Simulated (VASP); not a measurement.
# Ta (Im-3m) in VASP: settings compared, part 2 of 3

VASP 6.6.1. Earlier steps stand in the parts before.

### 3 Single point, PBE

This run uses another cell than the first one, of 18.29 Å³/atom.

INCAR reads:

```
PREC     = Accurate       # precision mode
ENCUT    = 520            # plane-wave cutoff, eV
EDIFF    = 1E-7           # SCF threshold, eV
ISMEAR   = 1              # smearing method
SIGMA    = 0.1            # smearing width, eV
LREAL    = F              # projectors in reciprocal space
LASPH    = T              # aspherical terms in the spheres
NELM     = 100            # most SCF steps
ALGO     = Normal         # electronic algorithm
ISIF     = 2              # what is computed and relaxed
LWAVE    = F              # write WAVECAR
LCHARG   = F              # write CHGCAR
GGA      = PE             # functional
NBANDS   = 12             # bands
```

KPOINTS reads:

```
regular mesh
0
Gamma
  23 23 23
```

POSCAR reads:

```
Ta
1.0
   -1.6596956326      1.6596956326      1.6596956326
    1.6596956326     -1.6596956326      1.6596956326
    1.6596956326      1.6596956326     -1.6596956326
Ta
1
Direct
    0.0000000000      0.0000000000      0.0000000000
```

Potentials or basis: VASP PAW PBE potentials, release 64 (Ta_pv).

Command:

```
cat potpaw_PBE.64/Ta_pv/POTCAR > POTCAR
mpirun -np 1 vasp_std > vasp.out
```

OUTCAR:

```text
PREC = Accurate
   ENCUT = 520
   EDIFF = 1E-7
   ISMEAR = 1
   LREAL = F
   LASPH = T
   NELM = 100
   ISIF = 2
   GGA = PE

 ion  position               nearest neighbor table
   1  0.000  0.000  0.000-

  LATTYP: Found a body centered cubic cell.
 ALAT       =     3.3193912652

  Lattice vectors:

 A1 = (  -1.6596956326,   1.6596956326,   1.6596956326)
 A2 = (   1.6596956326,  -1.6596956326,   1.6596956326)
 A3 = (   1.6596956326,   1.6596956326,  -1.6596956326)

Analysis of symmetry for initial positions (statically):
=====================================================================
 Subroutine PRICEL returns:
 Original cell was already a primitive cell.

 Routine SETGRP: Setting up the symmetry group for a
 body centered cubic supercell.

 Subroutine GETGRP returns: Found 48 space group operations
 (whereof 48 operations were pure point group operations)
 out of a pool of 48 trial point group operations.

The static configuration has the point symmetry O_h .

Analysis of symmetry for dynamics (positions and initial velocities):
=====================================================================
 Subroutine PRICEL returns:
 Original cell was already a primitive cell.

 Routine SETGRP: Setting up the symmetry group for a
 body centered cubic supercell.

 Subroutine GETGRP returns: Found 48 space group operations
 (whereof 48 operations were pure point group operations)
 out of a pool of 48 trial point group operations.

The dynamic configuration has the point symmetry O_h .

 Subroutine INISYM returns: Found 48 space group operations
 (whereof 48 operations are pure point group operations),
 and found     1 'primitive' translations

----------------------------------------------------------------------------------------

                                     Primitive cell

  volume of cell :      18.2871

  direct lattice vectors                    reciprocal lattice vectors
    -1.659695633  1.659695633  1.659695633     0.000000000  0.301260056  0.301260056
     1.659695633 -1.659695633  1.659695633     0.301260056  0.000000000  0.301260056
     1.659695633  1.659695633 -1.659695633     0.301260056  0.301260056  0.000000000

  length of vectors
     2.874677161  2.874677161  2.874677161     0.426046058  0.426046058  0.426046058

  position of ions in fractional coordinates (direct lattice)
     0.000000000  0.000000000  0.000000000

  ion indices of the primitive-cell ions
   primitive index   ion index
                 1           1

----------------------------------------------------------------------------------------

 KPOINTS: regular mesh

Automatic generation of k-mesh.
 Grid dimensions read from file:
 generate k-points for:   23   23   23

 Generating k-lattice:

  Cartesian coordinates                     Fractional coordinates (reciprocal lattice)
     0.000000000  0.013098263  0.013098263     0.043478261  0.000000000  0.000000000
     0.013098263  0.000000000  0.013098263     0.000000000  0.043478261  0.000000000
     0.013098263  0.013098263  0.000000000     0.000000000  0.000000000  0.043478261

  Length of vectors
     0.018523742  0.018523742  0.018523742

  Shift w.r.t. Gamma in fractional coordinates (k-lattice)
     0.000000000  0.000000000  0.000000000

 Subroutine IBZKPT returns following result:
 ===========================================

 Found    364 irreducible k-points:

 Following reciprocal coordinates:
            Coordinates               Weight
  0.000000  0.000000  0.000000      1.000000
  0.043478  0.000000  0.000000     12.000000
  0.086957  0.000000  0.000000     12.000000
  0.130435  0.000000  0.000000     12.000000
  0.173913  0.000000  0.000000     12.000000
  0.217391  0.000000  0.000000     12.000000
[... 16 lines left out ...]
  0.478261  0.043478  0.000000     24.000000
  0.086957  0.086957  0.000000     24.000000
 [... further k-points ...]
   k-points           NKPTS =    364   k-points in BZ     NKDIM =    364   number of bands    NBANDS=     12
   number of dos      NEDOS =    301   number of ions     NIONS =      1
   total plane-waves  NPLWV =  13824
   dimension x,y,z NGX =    24 NGY =   24 NGZ =   24
   dimension x,y,z NGXF=    48 NGYF=   48 NGZF=   48
   ions per type =               1
   NGX,Y,Z   is equivalent  to a cutoff of  13.88, 13.88, 13.88 a.u.
   NGXF,Y,Z  is equivalent  to a cutoff of  27.76, 27.76, 27.76 a.u.
 SYSTEM =  unknown system
   PREC   = accura    normal or accurate (medium, high low for compatibility)
   ISTART =      0    job   : 0-new  1-cont  2-samecut
   ICHARG =      2    charge: 1-file 2-atom 10-const
   ISPIN  =      1    spin polarized calculation?
   LNONCOLLINEAR =      F non collinear calculations
   LSORBIT =      F    spin-orbit coupling
   LASPH  =      T    aspherical Exc in radial PAW
   ENCUT  =  520.0 eV  38.22 Ry    6.18 a.u.   5.34  5.34  5.34*2*pi/ulx,y,z
   NELM   =    100;   NELMIN=  2; NELMDL= -5     # of ELM steps
   EDIFF  = 0.1E-06   stopping-criterion for ELM
   LREAL  =      F    real-space projection
   EDIFFG = 0.1E-05   stopping-criterion for IOM
   NSW    =      0    number of steps for IOM
   IBRION =     -1    ionic relax: 0-MD 1-quasi-New 2-CG
   NFREE  =      0    steps in history (QN), initial steepest desc. (CG)
   ISIF   =      2    stress and relaxation
   ISYM   =      2    0-nonsym 1-usesym 2-fastsym
   POTIM  = 0.5000    time-step for ionic-motion
   TEBEG  =    0.0;   TEEND  =   0.0 temperature during run
   PSTRESS=    0.0 pullay stress
   NELECT =      11.0000    total number of electrons
   NUPDOWN=      -1.0000    fix difference up-down
   EMIN   =  10.00;   EMAX   =-10.00  energy-range for DOS
   EFERMI =   0.00;   METHOD = LEGACY
   ISMEAR =     1;   SIGMA  =   0.10  broadening in eV -4-tet -1-fermi 0-gaus
   EFERMI_NEDOS =   21; number of points for ismear=-14 and -15
   IALGO  =     38    algorithm
   IMIX   =      4    mixing-type and parameters
     AMIX     =   0.40;   BMIX     =  1.00
     AMIX_MAG =   1.60;   BMIX_MAG =  1.00
  volume/ion in A,a.u.               =      18.29       123.41
  Fermi-wavevector in a.u.,A,eV,Ry     =   1.381945  2.611496 25.984008  1.909771
  Thomas-Fermi vector in A             =   2.506682
   LORBIT       =      0    0 simple, 1 ext, 2 COOP (PROOUT), +10 PAW based schemes
   GGA     = PE    functional components
   LHFCALC =     F    Hartree Fock is set to
   AEXX    =    0.0000 exact exchange contribution
   IVDW    =     0    specifies the selected vdW correction
   LEPSILON=     F    determine dielectric tensor
   LRPA    =     F    only Hartree local field effects (RPA)
 non-spin polarized calculation
 Methfessel and Paxton  Order N= 1 SIGMA  =   0.10
  energy-cutoff  :      520.00
  volume of cell :       18.29
 maximum number of plane-waves:       531
 NGX is ok and might be reduce to    24
   NGX = 11   NGY = 11   NGZ = 11

 number of electron      11.0000001 magnetization

 Free energy of the ion-electron system (eV)
  ---------------------------------------------------
  ext. energy  EPLUGINS =         0.00000000
  ---------------------------------------------------
  free energy    TOTEN  =       -11.81336770 eV

  energy without entropy =      -11.81373666  energy(sigma->0) =      -11.81349069

 E-fermi :   5.3514     XC(G=0): -12.5412

 val. band max:        5.3502273854   @ k =  -0.4783  -0.4783   0.1739
 cond. band min:       5.3524857286   @ k =   0.0870   0.0870   0.0435
 fundamental gap:      0.0022583432
 Fermi energy:         5.3513553021

 k-point     1 :       0.0000    0.0000    0.0000
  band No.  band energies     occupation
      1     -27.7717      2.00000
      2     -27.7717      2.00000
      3     -27.7717      2.00000
      4      -2.4938      2.00000
      5       6.0962     -0.00000
      6       6.0962     -0.00000
      7       6.0962     -0.00000
      8       9.3160      0.00000
      9       9.3160      0.00000
     10      20.0041      0.00000
     11      20.3035      0.00000
     12      20.3035      0.00000

 k-point     2 :       0.0435    0.0000    0.0000
  band No.  band energies     occupation
      1     -27.7942      2.00000
      2     -27.7787      2.00000
      3     -27.7718      2.00000
      4      -2.4103      2.00000
      5       6.0416     -0.00000
      6       6.0818     -0.00000
      7       6.1776     -0.00000
      8       9.2241      0.00000
      9       9.3161      0.00000
     10      20.0041      0.00000
     11      20.3798      0.00000
     12      20.4502      0.00000
[... 316 lines left out ...]
 k-point    24 :       0.0870    0.0870    0.0000
  band No.  band energies     occupation
      1     -28.0196      2.00000
      2     -27.8288      2.00000
      3     -27.7932      2.00000
      4      -1.5453      2.00000
      5       5.6035     -0.00211
      6       5.7040     -0.00001
      7       7.1030     -0.00000
      8       8.5812      0.00000
      9       9.4359      0.00000
     10      20.0033      0.00000
     11      21.0611      0.00000
     12      21.8755      0.00000

 [... further k-points ...]
[... 5 lines left out ...]
  --------------------------------------------------------------------------------------
  -------------------------------------------------------------------------------------
  Total        0.0062186      0.0062186      0.0062186      0.0000000      0.0000000      0.0000000
  in kB        0.5448226      0.5448226      0.5448226      0.0000000      0.0000000      0.0000000
  external PRESSURE =       0.5448226 kB  Pullay stress =       0.0000000 kB

 VOLUME and BASIS-vectors are now :
 -----------------------------------------------------------------------------
  energy-cutoff  :      520.00
  volume of cell :       18.29
      direct lattice vectors                 reciprocal lattice vectors
    -1.659695633  1.659695633  1.659695633     0.000000000  0.301260056  0.301260056
     1.659695633 -1.659695633  1.659695633     0.301260056  0.000000000  0.301260056
     1.659695633  1.659695633 -1.659695633     0.301260056  0.301260056  0.000000000

 POSITION                                       TOTAL-FORCE (eV/Angst)
 -----------------------------------------------------------------------------------
      0.00000      0.00000      0.00000        -0.000000      0.000000      0.000000
 -----------------------------------------------------------------------------------
    total drift:                               -0.000000      0.000000      0.000000

  FREE ENERGIE OF THE ION-ELECTRON SYSTEM (eV)
  ---------------------------------------------------
  free  energy   TOTEN  =       -11.8133676992 eV

  energy  without entropy=      -11.8137366625  energy(sigma->0) =      -11.81349069
```

Run time: 43 s. Hardware: 1 thread of Intel Xeon 6975P-C (Granite Rapids), shared host; peak memory 0.2 GiB.

Results:

```
Free energy            : -11.8134 eV
Pressure               : 0.1 GPa
Band gap on the k mesh : zero (an odd number of electrons rules out a gap without spin polarisation)
```

Caveat: spin-orbit coupling is left out, which moves the levels of the heavy elements.

(Continued in part 3 of 3.)
